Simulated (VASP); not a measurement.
# Ni (Pm-3n) in VASP: single point with PBEsol

Aim: the single point of Ni with PBEsol.

All numbers are computed with VASP 6.6.1; they aren't measurements. Logs are shortened: lines on timing, memory, paths and dates and some standing lists are left out, and cuts for length are marked.

## (1) The cell of the first run

The structure is cubic, space group Pm-3n (No. 223). Conventional cell: a = 4.397 Å, b = 4.397 Å, c = 4.397 Å, α = 90.00°, β = 90.00°, γ = 90.00°. Within 3.2 Å of Ni (site symmetry m-3) lie 12 Ni at 2.46 Å. Within 2.9 Å of Ni (site symmetry -4m2) lie 14 Ni at 2.20 to 2.69 Å.

## (2) Single point, PBEsol, collinear spin, ferromagnetic start

Input file INCAR:

```
PREC = Accurate ; ENCUT = 520
EDIFF = 1E-6 ; ISMEAR = 0
SIGMA = 0.1 ; LREAL = F
LASPH = T ; NELM = 150
ALGO = Fast ; ISIF = 2
LWAVE = F ; LCHARG = F
ISPIN = 2 ; MAGMOM = 0.68 0.68 0.68 0.68 0.68 0.68 0.68 0.68
LORBIT = 11 ; LMAXMIX = 4
GGA = PS ; NBANDS = 54
```

Input file KPOINTS:

```
Automatic mesh
0
Gamma
  8 8 8
```

Input file POSCAR:

```
Ni
1.0
    4.3967415813      0.0000000000      0.0000000000
    0.0000000000      4.3967415813      0.0000000000
    0.0000000000      0.0000000000      4.3967415813
Ni
8
Direct
    0.5000000000      0.5000000000      0.5000000000
    0.0000000000      0.0000000000      0.0000000000
    0.2500000000      0.0000000000      0.5000000000
    0.5000000000      0.2500000000      0.0000000000
    0.5000000000      0.7500000000      0.0000000000
    0.7500000000      0.0000000000      0.5000000000
    0.0000000000      0.5000000000      0.7500000000
    0.0000000000      0.5000000000      0.2500000000
```

Potentials or basis: VASP PAW PBE potentials, release 64 (Ni).

Run with:

```bash
$ cat potpaw_PBE.64/Ni/POTCAR > POTCAR
$ mpirun -np 1 vasp_std > vasp.out
```

OUTCAR:

```text
PREC = Accurate
   ENCUT = 520
   EDIFF = 1E-6
   ISMEAR = 0
   LREAL = F
   LASPH = T
   NELM = 150
   ISIF = 2
   ISPIN = 2
   LORBIT = 11
   GGA = PS

 ion  position               nearest neighbor table
   1  0.500  0.500  0.500-   3 2.46   4 2.46   5 2.46   6 2.46   7 2.46   8 2.46   4 2.46   5 2.46
                             3 2.46   6 2.46   7 2.46   8 2.46
   2  0.000  0.000  0.000-   3 2.46   4 2.46   5 2.46   6 2.46   7 2.46   8 2.46   3 2.46   6 2.46
                             7 2.46   8 2.46   4 2.46   5 2.46
   3  0.250  0.000  0.500-   6 2.20   6 2.20   1 2.46   2 2.46   1 2.46   2 2.46   8 2.69   5 2.69
                             4 2.69   5 2.69   4 2.69   7 2.69   8 2.69   7 2.69
   4  0.500  0.250  0.000-   5 2.20   5 2.20   1 2.46   1 2.46   2 2.46   2 2.46   8 2.69   3 2.69
                             3 2.69   6 2.69   6 2.69   7 2.69   7 2.69   8 2.69
   5  0.500  0.750  0.000-   4 2.20   4 2.20   1 2.46   1 2.46   2 2.46   2 2.46   8 2.69   3 2.69
                             3 2.69   6 2.69   6 2.69   7 2.69   7 2.69   8 2.69
   6  0.750  0.000  0.500-   3 2.20   3 2.20   1 2.46   2 2.46   1 2.46   2 2.46   8 2.69   4 2.69
                             4 2.69   5 2.69   5 2.69   7 2.69   8 2.69   7 2.69
   7  0.000  0.500  0.750-   8 2.20   8 2.20   1 2.46   2 2.46   2 2.46   1 2.46   3 2.69   4 2.69
                             5 2.69   3 2.69   6 2.69   6 2.69   4 2.69   5 2.69
   8  0.000  0.500  0.250-   7 2.20   7 2.20   1 2.46   2 2.46   2 2.46   1 2.46   3 2.69   4 2.69
                             5 2.69   3 2.69   6 2.69   6 2.69   4 2.69   5 2.69

  LATTYP: Found a simple cubic cell.
 ALAT       =     4.3967415813

  Lattice vectors:

 A1 = (   4.3967415813,   0.0000000000,   0.0000000000)
 A2 = (   0.0000000000,   4.3967415813,   0.0000000000)
 A3 = (   0.0000000000,   0.0000000000,   4.3967415813)

Analysis of symmetry for initial positions (statically):
=====================================================================
 Subroutine PRICEL returns:
 Original cell was already a primitive cell.

 Routine SETGRP: Setting up the symmetry group for a
 simple cubic supercell.

 Subroutine GETGRP returns: Found 48 space group operations
 (whereof 24 operations were pure point group operations)
 out of a pool of 48 trial point group operations.

The static configuration has the point symmetry T_h .
 The point group associated with its full space group is O_h .

Analysis of symmetry for dynamics (positions and initial velocities):
=====================================================================
 Subroutine PRICEL returns:
 Original cell was already a primitive cell.

 Routine SETGRP: Setting up the symmetry group for a
 simple cubic supercell.

 Subroutine GETGRP returns: Found 48 space group operations
 (whereof 24 operations were pure point group operations)
 out of a pool of 48 trial point group operations.

The dynamic configuration has the point symmetry T_h .
 The point group associated with its full space group is O_h .

Analysis of structural, dynamic, and magnetic symmetry:
=====================================================================
 Subroutine PRICEL returns:
 Original cell was already a primitive cell.

 Routine SETGRP: Setting up the symmetry group for a
 simple cubic supercell.

 Subroutine GETGRP returns: Found 48 space group operations
 (whereof 24 operations were pure point group operations)
 out of a pool of 48 trial point group operations.

The overall configuration has the point symmetry T_h .
 The point group associated with its full space group is O_h .

 Subroutine INISYM returns: Found 48 space group operations
 (whereof 24 operations are pure point group operations),
 and found     1 'primitive' translations

----------------------------------------------------------------------------------------

                                     Primitive cell

  volume of cell :      84.9949

  direct lattice vectors                    reciprocal lattice vectors
     4.396741581  0.000000000  0.000000000     0.227441159  0.000000000  0.000000000
     0.000000000  4.396741581  0.000000000     0.000000000  0.227441159  0.000000000
     0.000000000  0.000000000  4.396741581     0.000000000  0.000000000  0.227441159

  length of vectors
     4.396741581  4.396741581  4.396741581     0.227441159  0.227441159  0.227441159

  position of ions in fractional coordinates (direct lattice)
     0.500000000  0.500000000  0.500000000
[... 82 lines left out ...]
   ISTART =      0    job   : 0-new  1-cont  2-samecut
   ICHARG =      2    charge: 1-file 2-atom 10-const
   ISPIN  =      2    spin polarized calculation?
   LNONCOLLINEAR =      F non collinear calculations
   LSORBIT =      F    spin-orbit coupling
   LASPH  =      T    aspherical Exc in radial PAW
   ENCUT  =  520.0 eV  38.22 Ry    6.18 a.u.   8.18  8.18  8.18*2*pi/ulx,y,z
   NELM   =    150;   NELMIN=  2; NELMDL= -5     # of ELM steps
   EDIFF  = 0.1E-05   stopping-criterion for ELM
   LREAL  =      F    real-space projection
   EDIFFG = 0.1E-04   stopping-criterion for IOM
   NSW    =      0    number of steps for IOM
   IBRION =     -1    ionic relax: 0-MD 1-quasi-New 2-CG
   NFREE  =      0    steps in history (QN), initial steepest desc. (CG)
   ISIF   =      2    stress and relaxation
   ISYM   =      2    0-nonsym 1-usesym 2-fastsym
   POTIM  = 0.5000    time-step for ionic-motion
   TEBEG  =    0.0;   TEEND  =   0.0 temperature during run
   PSTRESS=    0.0 pullay stress
   NELECT =      80.0000    total number of electrons
   NUPDOWN=      -1.0000    fix difference up-down
   EMIN   =  10.00;   EMAX   =-10.00  energy-range for DOS
   EFERMI =   0.00;   METHOD = LEGACY
   ISMEAR =     0;   SIGMA  =   0.10  broadening in eV -4-tet -1-fermi 0-gaus
   EFERMI_NEDOS =   21; number of points for ismear=-14 and -15
   IALGO  =     68    algorithm
   IMIX   =      4    mixing-type and parameters
     AMIX     =   0.40;   BMIX     =  1.00
     AMIX_MAG =   1.60;   BMIX_MAG =  1.00
  volume/ion in A,a.u.               =      10.62        71.70
  Fermi-wavevector in a.u.,A,eV,Ry     =   1.604380  3.031838 35.021872  2.574035
  Thomas-Fermi vector in A             =   2.700894
   LORBIT       =     11    0 simple, 1 ext, 2 COOP (PROOUT), +10 PAW based schemes
   GGA     = PS    functional components
   LHFCALC =     F    Hartree Fock is set to
   AEXX    =    0.0000 exact exchange contribution
   IVDW    =     0    specifies the selected vdW correction
   LEPSILON=     F    determine dielectric tensor
   LRPA    =     F    only Hartree local field effects (RPA)
 spin polarized calculation
 RMM-DIIS sequential band-by-band and
 Gauss-broadening in eV      SIGMA  =   0.10
  energy-cutoff  :      520.00
  volume of cell :       84.99
 maximum number of plane-waves:      2320
 NGX is ok and might be reduce to    36
   NGX = 17   NGY = 17   NGZ = 17

 number of electron      79.9999982 magnetization       4.5790702

 Free energy of the ion-electron system (eV)
  ---------------------------------------------------
  ext. energy  EPLUGINS =         0.00000000
  ---------------------------------------------------
  free energy    TOTEN  =       -47.93433225 eV

  energy without entropy =      -47.84172973  energy(sigma->0) =      -47.88803099

 E-fermi :   9.5213     XC(G=0): -13.5614

 val. band max:        9.5200769576   @ k =   0.3750   0.0000   0.0000
 cond. band min:       9.5231057341   @ k =   0.2500   0.2500   0.0000
 fundamental gap:      0.0030287765
 Fermi energy:         9.5212870084

 spin component 1

 k-point     1 :       0.0000    0.0000    0.0000
  band No.  band energies     occupation
      1       0.3073      1.00000
      2       4.5092      1.00000
      3       4.5092      1.00000
      4       5.1712      1.00000
      5       5.5475      1.00000
      6       5.5475      1.00000
[... 1309 lines left out ...]
     51      18.1112      0.00000
     52      19.0445      0.00000

 [... further k-points ...]

 spin component 2

 k-point     1 :       0.0000    0.0000    0.0000
  band No.  band energies     occupation
      1       0.3082      1.00000
      2       4.8471      1.00000
      3       4.8471      1.00000
      4       5.4479      1.00000
      5       6.0284      1.00000
      6       6.0284      1.00000
[... 1309 lines left out ...]
     51      18.3168      0.00000
     52      19.2776      0.00000

 [... further k-points ...]

 [bands above 52 left out]

------------------------ aborting loop because EDIFF is reached ----------------------------------------

  FORCE on cell =-STRESS in cart. coord.  units (eV):
  Direction    XX          YY          ZZ          XY          YZ          ZX
  --------------------------------------------------------------------------------------
  -------------------------------------------------------------------------------------
  Total       -0.0390466     -0.0390466     -0.0390466      0.0000000     -0.0000000      0.0000000
  in kB       -0.7360396     -0.7360396     -0.7360396      0.0000000     -0.0000000      0.0000000
  external PRESSURE =      -0.7360396 kB  Pullay stress =       0.0000000 kB

 VOLUME and BASIS-vectors are now :
 -----------------------------------------------------------------------------
  energy-cutoff  :      520.00
  volume of cell :       84.99
      direct lattice vectors                 reciprocal lattice vectors
     4.396741581  0.000000000  0.000000000     0.227441159  0.000000000  0.000000000
     0.000000000  4.396741581  0.000000000     0.000000000  0.227441159  0.000000000
     0.000000000  0.000000000  4.396741581     0.000000000  0.000000000  0.227441159

 POSITION                                       TOTAL-FORCE (eV/Angst)
 -----------------------------------------------------------------------------------
      2.19837      2.19837      2.19837         0.000000     -0.000000      0.000000
      0.00000      0.00000      0.00000         0.000000     -0.000000      0.000000
      1.09919      0.00000      2.19837         0.000000      0.000000      0.000000
      2.19837      1.09919      0.00000        -0.000000     -0.000000     -0.000000
      2.19837      3.29756      0.00000         0.000000     -0.000000      0.000000
      3.29756      0.00000      2.19837        -0.000000      0.000000     -0.000000
      0.00000      2.19837      3.29756         0.000000     -0.000000     -0.000000
      0.00000      2.19837      1.09919        -0.000000      0.000000      0.000000
 -----------------------------------------------------------------------------------
    total drift:                                0.000000      0.000000     -0.000000

  FREE ENERGIE OF THE ION-ELECTRON SYSTEM (eV)
  ---------------------------------------------------
  free  energy   TOTEN  =       -47.9343322498 eV

  energy  without entropy=      -47.8417297296  energy(sigma->0) =      -47.88803099

 total charge

# of ion       s       p       d       tot
------------------------------------------
    1        0.516   0.534   8.332   9.383
    2        0.516   0.534   8.332   9.383
    3        0.509   0.520   8.355   9.384
    4        0.509   0.520   8.355   9.384
    5        0.509   0.520   8.355   9.384
    6        0.509   0.520   8.355   9.384
    7        0.509   0.520   8.355   9.384
    8        0.509   0.520   8.355   9.384
--------------------------------------------------
tot          4.088   4.188  66.792  75.068

 magnetization (x)

# of ion       s       p       d       tot
------------------------------------------
    1       -0.006  -0.022   0.609   0.581
    2       -0.006  -0.022   0.609   0.581
    3       -0.003  -0.019   0.598   0.576
    4       -0.003  -0.019   0.598   0.576
    5       -0.003  -0.019   0.598   0.576
    6       -0.003  -0.019   0.598   0.576
    7       -0.003  -0.019   0.598   0.576
    8       -0.003  -0.019   0.598   0.576
--------------------------------------------------
tot         -0.030  -0.159   4.806   4.616
```

It took 4.7 min on 1 thread of Intel Xeon Platinum 8488C (Sapphire Rapids), shared host; peak memory 0.36 GiB.

What came out:

```
Free energy                                           : -47.9343 eV
Pressure                                              : -0.1 GPa
Net moment                                            : 4.58 μB per cell
Site moments                                          : Ni +0.58 μB
Valence electrons inside the program's atomic spheres : Ni 9.38
```

Levels at points of the mesh, in eV from the Fermi level:
Spin up:
| k point | band 38 | band 39 | band 40 | band 41 | band 42 | band 43 | band 44 | band 45 | band 46 | band 47 |
| --- | --- | --- | --- | --- | --- | --- | --- | --- | --- | --- |
| (0.00, 0.00, 0.00) | -0.66 | -0.46 | -0.46 | -0.46 | 1.13 | 1.13 | 1.13 | 2.72 | 2.72 | 3.04 |
| (0.50, 0.00, 0.00) | -0.81 | -0.46 | -0.46 | -0.21 | -0.21 | 1.91 | 1.91 | 2.47 | 2.47 | 4.51 |
| (0.50, 0.50, 0.00) | -0.60 | -0.60 | -0.54 | -0.44 | -0.35 | -0.35 | -0.14 | 2.23 | 4.08 | 4.08 |
| (0.50, 0.50, 0.50) | -0.74 | -0.74 | -0.74 | 0.26 | 0.26 | 0.26 | 0.26 | 0.26 | 0.26 | 0.45 |
Spin down:
| k point | band 35 | band 36 | band 37 | band 38 | band 39 | band 40 | band 41 | band 42 |
| --- | --- | --- | --- | --- | --- | --- | --- | --- |
| (0.00, 0.00, 0.00) | -0.27 | 0.03 | 0.03 | 0.03 | 0.22 | 0.22 | 0.22 | 1.63 |
| (0.50, 0.00, 0.00) | -0.19 | -0.19 | -0.17 | -0.17 | 0.20 | 0.20 | 0.51 | 0.51 |
| (0.50, 0.50, 0.00) | -0.16 | -0.16 | -0.08 | 0.01 | 0.05 | 0.05 | 0.24 | 0.30 |
| (0.50, 0.50, 0.50) | -0.15 | -0.15 | -0.09 | -0.09 | -0.09 | -0.09 | 0.77 | 0.77 |

Caveat: the PAW data sets were made with another functional, which shifts forces and pressure a little.
